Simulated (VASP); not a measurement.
# ZnSe (P4/nmm) in VASP: further runs

Runs on ZnSe. Level: PBEsol. Tasks: single point.

Program: VASP 6.6.1. These are calculated values, not measurements. Logs are shortened: lines on timing, memory, paths and dates and some standing lists are left out, and cuts for length are marked.

### 1 The cell of the first run

It takes space group P4/nmm (No. 129, tetragonal). The conventional cell has a = 3.897 Å, b = 3.897 Å, c = 5.351 Å, α = 90.00°, β = 90.00°, γ = 90.00°. Within 3.1 Å of Zn (site symmetry -4m2) lie 4 Se at 2.31 Å and 4 Zn at 2.76 Å. Within 3.1 Å of Se (site symmetry 4mm) lie 4 Zn at 2.31 Å.

### 2 Single point, PBEsol (atoms shifted along a free coordinate)

INCAR

```
SYSTEM = ZnSe
PREC = Accurate ; ENCUT = 520
EDIFF = 1E-6 ; ISMEAR = 0
SIGMA = 0.05 ; LREAL = .FALSE.
LASPH = .TRUE. ; NELM = 80
ALGO = Normal ; ISIF = 2
LWAVE = .FALSE. ; LCHARG = .FALSE.
GGA = PS ; NBANDS = 26
```

KPOINTS

```
Automatic mesh
0
G
  8 8 6
  0 0 0
```

POSCAR

```
ZnSe
1.0
    3.8967330728      0.0000000000      0.0000000000
    0.0000000000      3.8967330728      0.0000000000
    0.0000000000      0.0000000000      5.3509728174
Zn Se
2 2
Direct
    0.0000000000      0.0000000000      0.0000000000
    0.5000000000      0.5000000000      0.0000000000
    0.0000000000      0.5000000000      0.2319924411
    0.5000000000      0.0000000000      0.7680075589
```

Potentials or basis: VASP PAW PBE potentials, release 64 (Zn, Se).

The run is started by

```sh
$ cat potpaw_PBE.64/Zn/POTCAR potpaw_PBE.64/Se/POTCAR > POTCAR
$ mpirun -np 1 vasp_std > vasp.out
```

OUTCAR:

```text
SYSTEM = ZnSe
   PREC = Accurate
   ENCUT = 520
   EDIFF = 1E-6
   ISMEAR = 0
   LREAL = .FALSE.
   LASPH = .TRUE.
   NELM = 80
   ISIF = 2
   GGA = PS

 ion  position               nearest neighbor table
   1  0.000  0.000  0.000-   3 2.31   4 2.31   3 2.31   4 2.31   2 2.76   2 2.76   2 2.76   2 2.76

   2  0.500  0.500  0.000-   3 2.31   4 2.31   4 2.31   3 2.31   1 2.76   1 2.76   1 2.76   1 2.76

   3  0.000  0.500  0.232-   1 2.31   2 2.31   1 2.31   2 2.31
   4  0.500  0.000  0.768-   1 2.31   2 2.31   2 2.31   1 2.31

  LATTYP: Found a simple tetragonal cell.
 ALAT       =     3.8967330728
 C/A-ratio  =     1.3731946011

  Lattice vectors:

 A1 = (   3.8967330728,   0.0000000000,   0.0000000000)
 A2 = (   0.0000000000,   3.8967330728,   0.0000000000)
 A3 = (   0.0000000000,   0.0000000000,   5.3509728174)

Analysis of symmetry for initial positions (statically):
=====================================================================
 Subroutine PRICEL returns:
 Original cell was already a primitive cell.

 Routine SETGRP: Setting up the symmetry group for a
 simple tetragonal supercell.

 Subroutine GETGRP returns: Found 16 space group operations
 (whereof  8 operations were pure point group operations)
 out of a pool of 16 trial point group operations.

The static configuration has the point symmetry D_2d.
 The point group associated with its full space group is D_4h.

Analysis of symmetry for dynamics (positions and initial velocities):
=====================================================================
 Subroutine PRICEL returns:
 Original cell was already a primitive cell.

 Routine SETGRP: Setting up the symmetry group for a
 simple tetragonal supercell.

 Subroutine GETGRP returns: Found 16 space group operations
 (whereof  8 operations were pure point group operations)
 out of a pool of 16 trial point group operations.

The dynamic configuration has the point symmetry D_2d.
 The point group associated with its full space group is D_4h.

 Subroutine INISYM returns: Found 16 space group operations
 (whereof  8 operations are pure point group operations),
 and found     1 'primitive' translations

----------------------------------------------------------------------------------------

                                     Primitive cell

  volume of cell :      81.2520

  direct lattice vectors                    reciprocal lattice vectors
     3.896733073  0.000000000  0.000000000     0.256625225  0.000000000  0.000000000
     0.000000000  3.896733073  0.000000000     0.000000000  0.256625225  0.000000000
     0.000000000  0.000000000  5.350972817     0.000000000  0.000000000  0.186881906

  length of vectors
     3.896733073  3.896733073  5.350972817     0.256625225  0.256625225  0.186881906

  position of ions in fractional coordinates (direct lattice)
     0.000000000  0.000000000  0.000000000
     0.500000000  0.500000000  0.000000000
     0.000000000  0.500000000  0.231992441
     0.500000000  0.000000000  0.768007559

  ion indices of the primitive-cell ions
   primitive index   ion index
                 1           1
                 2           2
                 3           3
                 4           4

----------------------------------------------------------------------------------------

 KPOINTS: Automatic mesh

Automatic generation of k-mesh.
 Grid dimensions read from file:
 generate k-points for:    8    8    6

 Generating k-lattice:

  Cartesian coordinates                     Fractional coordinates (reciprocal lattice)
     0.032078153  0.000000000  0.000000000     0.125000000  0.000000000  0.000000000
     0.000000000  0.032078153  0.000000000     0.000000000  0.125000000  0.000000000
     0.000000000  0.000000000  0.031146984     0.000000000  0.000000000  0.166666667

  Length of vectors
     0.032078153  0.032078153  0.031146984

  Shift w.r.t. Gamma in fractional coordinates (k-lattice)
     0.000000000  0.000000000  0.000000000

 Subroutine IBZKPT returns following result:
 ===========================================

 Found     60 irreducible k-points:

 Following reciprocal coordinates:
            Coordinates               Weight
  0.000000  0.000000  0.000000      1.000000
  0.125000  0.000000  0.000000      4.000000
  0.250000  0.000000  0.000000      4.000000
  0.375000  0.000000  0.000000      4.000000
  0.500000  0.000000  0.000000      2.000000
  0.125000  0.125000  0.000000      4.000000
[... 16 lines left out ...]
  0.375000  0.125000  0.166667     16.000000
  0.500000  0.125000  0.166667      8.000000
 [... further k-points ...]
   k-points           NKPTS =     60   k-points in BZ     NKDIM =     60   number of bands    NBANDS=     26
   number of dos      NEDOS =    301   number of ions     NIONS =      4
   total plane-waves  NPLWV =  36000
   dimension x,y,z NGX =    30 NGY =   30 NGZ =   40
   dimension x,y,z NGXF=    60 NGYF=   60 NGZF=   80
   ions per type =               2   2
[... 66 lines left out ...]
 Fermi energy:         2.9394279365

 k-point     1 :       0.0000    0.0000    0.0000
  band No.  band energies     occupation
      1     -12.2920      2.00000
      2     -10.6040      2.00000
      3      -5.3038      2.00000
      4      -5.2909      2.00000
      5      -5.2858      2.00000
      6      -5.2858      2.00000
[... 18 lines left out ...]
     25      12.9381      0.00000
     26      12.9381      0.00000

 k-point     2 :       0.1250    0.0000    0.0000
  band No.  band energies     occupation
      1     -12.1962      2.00000
      2     -10.6131      2.00000
      3      -5.3376      2.00000
      4      -5.3156      2.00000
      5      -5.2100      2.00000
      6      -5.2017      2.00000
[... 18 lines left out ...]
     25      11.4699      0.00000
     26      11.7957      0.00000

 k-point     3 :       0.2500    0.0000    0.0000
  band No.  band energies     occupation
      1     -11.9269      2.00000
      2     -10.6682      2.00000
      3      -5.3224      2.00000
      4      -5.2909      2.00000
      5      -5.0797      2.00000
      6      -5.0695      2.00000
[... 18 lines left out ...]
     25      10.2521      0.00000
     26      11.3809      0.00000

 k-point     4 :       0.3750    0.0000    0.0000
  band No.  band energies     occupation
      1     -11.5420      2.00000
      2     -10.8321      2.00000
      3      -5.2486      2.00000
      4      -5.1764      2.00000
      5      -4.9795      2.00000
      6      -4.9703      2.00000
[... 18 lines left out ...]
     25       9.9894      0.00000
     26      11.1317      0.00000

 k-point     5 :       0.5000    0.0000    0.0000
  band No.  band energies     occupation
      1     -11.1405      2.00000
      2     -11.1405      2.00000
      3      -5.1236      2.00000
      4      -5.1236      2.00000
      5      -4.9343      2.00000
      6      -4.9343      2.00000
[... 18 lines left out ...]
     25      10.3337      0.00000
     26      10.3337      0.00000

 k-point     6 :       0.1250    0.1250    0.0000
  band No.  band energies     occupation
      1     -12.1023      2.00000
      2     -10.6171      2.00000
      3      -5.4235      2.00000
      4      -5.2079      2.00000
      5      -5.1749      2.00000
      6      -5.1634      2.00000
[... 427 lines left out ...]
 k-point    21 :       0.1250    0.1250    0.1667
  band No.  band energies     occupation
      1     -12.0684      2.00000
      2     -10.6631      2.00000
      3      -5.4272      2.00000
      4      -5.2123      2.00000
      5      -5.1744      2.00000
      6      -5.1611      2.00000
[... 18 lines left out ...]
     25       9.8004      0.00000
     26      12.7886      0.00000

 k-point    22 :       0.2500    0.1250    0.1667
  band No.  band energies     occupation
      1     -11.8095      2.00000
      2     -10.6904      2.00000
      3      -5.4717      2.00000
      4      -5.1450      2.00000
      5      -5.0802      2.00000
      6      -5.0436      2.00000
[... 18 lines left out ...]
     25       9.6816      0.00000
     26      12.1993      0.00000

 k-point    23 :       0.3750    0.1250    0.1667
  band No.  band energies     occupation
      1     -11.4453      2.00000
      2     -10.8127      2.00000
      3      -5.4332      2.00000
      4      -5.0648      2.00000
      5      -5.0324      2.00000
      6      -4.9773      2.00000
[... 18 lines left out ...]
     25      10.4972      0.00000
     26      11.4294      0.00000

 k-point    24 :       0.5000    0.1250    0.1667
  band No.  band energies     occupation
      1     -11.0774      2.00000
      2     -11.0774      2.00000
      3      -5.2819      2.00000
      4      -5.2819      2.00000
      5      -4.9323      2.00000
      6      -4.9323      2.00000
[... 18 lines left out ...]
     25      11.2459      0.00000
     26      11.2459      0.00000

 [... further k-points ...]

------------------------ aborting loop because EDIFF is reached ----------------------------------------

  FORCE on cell =-STRESS in cart. coord.  units (eV):
  Direction    XX          YY          ZZ          XY          YZ          ZX
  --------------------------------------------------------------------------------------
  -------------------------------------------------------------------------------------
  Total       10.5745674     10.5745674      9.6453599      0.0000000      0.0000000      0.0000000
  in kB      208.5158791    208.5158791    190.1931881      0.0000000      0.0000000      0.0000000
  external PRESSURE =     202.4083154 kB  Pullay stress =       0.0000000 kB

 VOLUME and BASIS-vectors are now :
 -----------------------------------------------------------------------------
  energy-cutoff  :      520.00
  volume of cell :       81.25
      direct lattice vectors                 reciprocal lattice vectors
     3.896733073  0.000000000  0.000000000     0.256625225  0.000000000  0.000000000
     0.000000000  3.896733073  0.000000000     0.000000000  0.256625225  0.000000000
     0.000000000  0.000000000  5.350972817     0.000000000  0.000000000  0.186881906

 POSITION                                       TOTAL-FORCE (eV/Angst)
 -----------------------------------------------------------------------------------
      0.00000      0.00000      0.00000         0.000000      0.000000      0.000000
      1.94837      1.94837      0.00000         0.000000      0.000000      0.000000
      0.00000      1.94837      1.24139         0.000000     -0.000000      3.907757
      1.94837      0.00000      4.10959         0.000000      0.000000     -3.907757
 -----------------------------------------------------------------------------------
    total drift:                                0.000000      0.000000     -0.000000

  FREE ENERGIE OF THE ION-ELECTRON SYSTEM (eV)
  ---------------------------------------------------
  free  energy   TOTEN  =       -11.7015587256 eV

  energy  without entropy=      -11.7015587256  energy(sigma->0) =      -11.70155873
```

Wall time 54 s (1 thread of AMD EPYC 9R45 (Zen 5), shared host); peak memory 0.22 GiB.

Results:

- Free energy: -11.7016 eV
- Pressure: 20.2 GPa
- Largest force: 3.908 eV/Å
- Band gap on the k mesh: 1.21 eV

Forces in eV/Å, atoms in the order of the input:
```
Zn   0.000  0.000  0.000
Zn   0.000  0.000  0.000
Se   0.000  0.000  3.908
Se   0.000  0.000 -3.908
```

Levels at points of the mesh, in eV from the valence-band top:
```
           k point  band 14  band 15  band 16  band 17  band 18  band 19  band 20  band 21  band 22  band 23
(0.00, 0.00, 0.00)    -3.82    -3.82    -0.36    -0.36     0.00     1.21     2.06     2.23     5.31     6.34
(0.50, 0.00, 0.00)    -5.48    -2.09    -2.09    -1.74    -1.74     3.09     3.09     6.62     6.62     6.68
(0.50, 0.50, 0.00)    -5.57    -3.11    -3.11    -2.94    -2.94     3.09     3.09     4.04     4.04    11.25
(0.00, 0.00, 0.50)    -3.65    -3.65    -1.66    -0.76    -0.76     1.43     3.09     4.33     4.40     7.48
(0.50, 0.00, 0.50)    -6.02    -1.69    -1.69    -0.99    -0.99     2.47     2.47     5.85     5.85     6.29
(0.50, 0.50, 0.50)    -5.42    -3.59    -3.59    -3.51    -3.51     5.11     5.11     6.55     6.55     8.24
```

Caveat: the cell differs from its parent crystal (atoms shifted along a free coordinate); the cell stands under pressure; the PAW data sets were made with another functional, which shifts forces and pressure a little.

### 3 Single point, PBEsol (atoms shifted along a free coordinate)

INCAR

```
ALGO     = Normal         # electronic algorithm
EDIFF    = 1E-6           # SCF threshold, eV
ENCUT    = 520            # plane-wave cutoff, eV
GGA      = PS             # functional
ISIF     = 2              # what is computed and relaxed
ISMEAR   = 0              # smearing method
LASPH    = True           # aspherical terms in the spheres
LCHARG   = True           # write CHGCAR
LELF     = True           # ELF
LREAL    = False          # projectors in reciprocal space
LVHAR    = True         
LWAVE    = False          # write WAVECAR
NBANDS   = 26             # bands
NELM     = 60             # most SCF steps
PREC     = Accurate       # precision mode
SIGMA    = 0.05           # smearing width, eV
```

KPOINTS

```
k-points
0
Gamma
  8 8 6
```

POSCAR, as its differences from that of step 2:

```diff
@@ -10,3 +10,3 @@
     0.5000000000      0.5000000000      0.0000000000
-    0.0000000000      0.5000000000      0.2319924411
-    0.5000000000      0.0000000000      0.7680075589
+    0.0000000000      0.5000000000      0.2681677050
+    0.5000000000      0.0000000000      0.7318322950
```

Potentials or basis: VASP PAW PBE potentials, release 64 (Zn, Se).

The run is started by

```sh
$ cat potpaw_PBE.64/Zn/POTCAR potpaw_PBE.64/Se/POTCAR > POTCAR
$ mpirun -np 1 vasp_std > vasp.out
```

It took 56 s on 1 thread of AMD EPYC 9R45 (Zen 5), shared host; peak memory 0.22 GiB.

The run converged. Its results:

- Free energy: -12.6884 eV
- Pressure: 8.3 GPa
- Largest force: 1.226 eV/Å
- Band gap on the k mesh: 1.86 eV

Forces on the atoms (eV/Å):
```
Zn   0.000  0.000  0.000
Zn   0.000  0.000  0.000
Se   0.000  0.000  1.226
Se   0.000  0.000 -1.226
```

Stress tensor (GPa, compression positive):
```
8.47 0.00 0.00
0.00 8.47 0.00
0.00 0.00 7.82
```

Levels at points of the mesh, in eV from the valence-band top:
| k point | band 14 | band 15 | band 16 | band 17 | band 18 | band 19 | band 20 | band 21 | band 22 | band 23 |
| --- | --- | --- | --- | --- | --- | --- | --- | --- | --- | --- |
| (0.00, 0.00, 0.00) | -2.97 | -2.97 | -0.08 | 0.00 | 0.00 | 1.86 | 1.92 | 2.42 | 5.60 | 5.60 |
| (0.50, 0.00, 0.00) | -5.07 | -2.41 | -2.41 | -1.16 | -1.16 | 3.72 | 3.72 | 5.81 | 5.81 | 6.77 |
| (0.50, 0.50, 0.00) | -4.96 | -2.82 | -2.82 | -2.55 | -2.55 | 2.66 | 2.66 | 3.16 | 3.16 | 11.43 |
| (0.00, 0.00, 0.50) | -2.59 | -2.59 | -1.80 | -0.73 | -0.73 | 2.19 | 3.27 | 4.50 | 4.53 | 6.81 |
| (0.50, 0.00, 0.50) | -5.89 | -1.07 | -1.07 | -0.85 | -0.85 | 2.50 | 2.50 | 5.80 | 5.80 | 5.89 |
| (0.50, 0.50, 0.50) | -4.64 | -3.58 | -3.58 | -3.37 | -3.37 | 4.95 | 4.95 | 5.69 | 5.69 | 8.20 |

Caveat: the cell differs from its parent crystal (atoms shifted along a free coordinate); the cell stands under pressure; the PAW data sets were made with another functional, which shifts forces and pressure a little. A k mesh can miss the band edges.

### 4 Single point, PBEsol (atoms shifted along a free coordinate)

INCAR

```
SYSTEM = ZnSe
PREC     = Accurate       ! precision mode
ENCUT    = 520            ! plane-wave cutoff, eV
EDIFF    = 1E-6           ! SCF threshold, eV
ISMEAR   = 0              ! smearing method
SIGMA    = 0.05           ! smearing width, eV
LREAL    = .FALSE.        ! projectors in reciprocal space
LASPH    = .TRUE.         ! aspherical terms in the spheres
NELM     = 100            ! most SCF steps
ALGO     = Normal         ! electronic algorithm
ISIF     = 2              ! what is computed and relaxed
LWAVE    = .FALSE.        ! write WAVECAR
LCHARG   = .FALSE.        ! write CHGCAR
GGA      = PS             ! functional
NBANDS   = 26             ! bands
```

KPOINTS

```
regular mesh
0
G
  8 8 6
  0 0 0
```

POSCAR

```
ZnSe
1.0
    3.9625030235      0.0000000000      0.0000000000
    0.0000000000      3.9625030235      0.0000000000
    0.0000000000      0.0000000000      5.4412877586
Zn Se
2 2
Direct
    0.0000000000      0.0000000000      0.0000000000
    0.5000000000      0.5000000000      0.0000000000
    0.0000000000      0.5000000000      0.2862553369
    0.5000000000      0.0000000000      0.7137446631
```

The run is started by

```sh
$ cat potpaw_PBE.64/Zn/POTCAR potpaw_PBE.64/Se/POTCAR > POTCAR
$ mpirun -np 1 vasp_std > vasp.out
```

It took 56 s on 1 thread of AMD EPYC 9R45 (Zen 5), shared host; peak memory 0.22 GiB.

Results (log left out):

| Property | Result |
| --- | --- |
| Free energy | -12.8506 eV |
| Pressure | -0.1 GPa |
| Largest force | 0.482 eV/Å |
| Band gap on the k mesh | 1.44 eV |

Forces on the atoms (eV/Å):
```
Zn   0.000  0.000  0.000
Zn   0.000  0.000  0.000
Se   0.000  0.000 -0.482
Se   0.000  0.000  0.482
```

Stress tensor (GPa, compression positive):
```
 0.69  0.00  0.00
 0.00  0.69  0.00
 0.00  0.00 -1.82
```

Levels at points of the mesh, in eV from the valence-band top:
| k point | band 16 | band 17 | band 18 | band 19 | band 20 | band 21 |
| --- | --- | --- | --- | --- | --- | --- |
| (0.00, 0.00, 0.00) | -0.48 | 0.00 | 0.00 | 1.44 | 1.90 | 2.71 |
| (0.50, 0.00, 0.00) | -2.59 | -1.03 | -1.03 | 3.71 | 3.71 | 4.98 |
| (0.50, 0.50, 0.00) | -2.68 | -2.29 | -2.29 | 2.33 | 2.33 | 2.52 |
| (0.00, 0.00, 0.50) | -1.95 | -0.90 | -0.90 | 2.23 | 3.22 | 4.15 |
| (0.50, 0.00, 0.50) | -0.95 | -0.90 | -0.90 | 2.11 | 2.11 | 5.59 |
| (0.50, 0.50, 0.50) | -3.51 | -3.25 | -3.25 | 4.57 | 4.57 | 4.88 |

Caveat: the cell differs from its parent crystal (atoms shifted along a free coordinate); the PAW data sets were made with another functional, which shifts forces and pressure a little.

### 5 Overview

```tsv
cell	gap on the mesh (eV)	pressure (GPa)	largest force (eV/Å)
a = 3.897, b = 3.897, c = 5.351 Å, 4 atoms, atomic positions A	1.21	20.2	3.91
a = 3.897, b = 3.897, c = 5.351 Å, 4 atoms, atomic positions B	1.86	8.3	1.23
a = 3.963, b = 3.963, c = 5.441 Å, 4 atoms, atomic positions C	1.44	-0.1	0.48
```

Alike in all rows: task single point; level PBEsol; potentials or basis VASP PAW PBE potentials, release 64 (Zn, Se); no spin polarisation; k mesh 8 × 8 × 6; cutoff (eV) 520; smearing gaussian 0.05 eV.

Caveats: the PAW data sets were made with another functional, which shifts forces and pressure a little; the cell stands under pressure (at least some runs).

Total energies depend on the potentials used, so only differences within one code and one set of settings carry meaning.
